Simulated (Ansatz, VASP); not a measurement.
## Si4Ru: VASP beside Ansatz

```xyz
5
Lattice="0.0000 3.4171 3.4171 3.4171 0.0000 3.4171 3.4171 3.4171 0.0000" Properties=species:S:1:pos:R:3 pbc="T T T"
Si    4.2678    5.9836    4.2678
Si    5.9836    5.9836    5.9836
Si    5.9836    4.2678    4.2678
Si    4.2678    4.2678    5.9836
Ru    3.4171    3.4171    3.4171
```

Alike in both runs: task relaxation of cell and atoms; functional PBE; k mesh 10 × 10 × 10; occupations gaussian, width 0.1 eV; no spin polarisation.

|  | VASP | Ansatz |
| --- | --- | --- |
| version | VASP 6.6.1 | Ansatz 0.2.0 |
| potentials or method | VASP PAW PBE potentials, release 64 (Si, Ru_pv), cutoff 600 eV | scalar-relativistic, plane waves, PAW |
| valence electrons in the cell | 30 | 32 |

|  | VASP | Ansatz | Ansatz less VASP |
| --- | --- | --- | --- |
| gap on the k mesh at the Fermi level, each at its own relaxed structure (eV) | none | none | - |
| relaxed volume (Å³/atom) | 15.92 | 15.93 | +0.015 |
| relaxed length of the cell vector where the two differ most in proportion (Å) | 4.828 | 4.830 | +0.0015 |

A gap of «none» marks a metal or a gap that the smearing closes. VASP's potentials hold 30 valence electrons a cell and Ansatz's 32, so a difference there can come from the potentials and not from the codes.
